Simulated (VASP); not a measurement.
Set up this calculation in VASP 6.6.1, as the native input.

* Task: single point
* Functional: PBEsol
* Potentials or basis: VASP PAW PBE potentials, release 64 (Ba_sv, Ti_sv, O)
* Cutoff: 520 eV
* k mesh: 8 × 8 × 8
* Occupations: gaussian, width 0.02 eV
* Spin: no spin polarisation
* Dipole correction: no
* Further INCAR settings: ALGO = Normal; EDIFF = 1e-07; NBANDS = 28

The structure of BaTiO3 lies in POSCAR:

```
BaTiO3
1.0
    3.9554885124      0.0000000000      0.0000000000
    0.0000000000      3.9554885124      0.0000000000
    0.0000000000      0.0000000000      4.1653607979
Ba Ti O
1 1 3
Direct
    0.5000000000      0.5000000000      0.5900912945
    0.0000000000      0.0000000000      0.1067900259
    0.0000000000      0.5000000000      0.0605245691
    0.5000000000      0.0000000000      0.0605245691
    0.0000000000      0.0000000000      0.5420665314
```

This cell differs from its parent crystal: strain along c alone, the other axes held: +3.0 %, then relaxed in part.

These files were run (other wordings do the same):

INCAR

```
PREC = Accurate
ENCUT = 520
EDIFF = 1E-7
ISMEAR = 0
SIGMA = 0.02
LREAL = F
LASPH = T
NELM = 80
ALGO = Normal
ISIF = 2
LWAVE = F
LCHARG = T
GGA = PS
LELF = T
LVHAR = T
NBANDS = 28
```

KPOINTS

```
Automatic mesh
0
Gamma
  8 8 8
```

Potentials or basis: VASP PAW PBE potentials, release 64 (Ba_sv, Ti_sv, O).

Run with:

```console
$ cat potpaw_PBE.64/Ba_sv/POTCAR potpaw_PBE.64/Ti_sv/POTCAR potpaw_PBE.64/O/POTCAR > POTCAR
$ mpirun -np 1 vasp_std > vasp.out
```

It gave:

The pressure is -1.0 GPa, the largest force is 0.076 eV/Å and the band gap on the k mesh is 1.78 eV, indirect (least direct gap 2.34 eV).

Caveat: the cell differs from its parent crystal (strain along c alone, the other axes held: +3.0 %, then relaxed in part); the PAW data sets were made with another functional, which shifts forces and pressure a little; spin-orbit coupling is left out, which moves the levels of the heavy elements.

It took 89 s on 1 thread of Intel(R) Xeon(R) Platinum 8559C (Emerald Rapids) (shared host), peak memory 0.26 GiB.
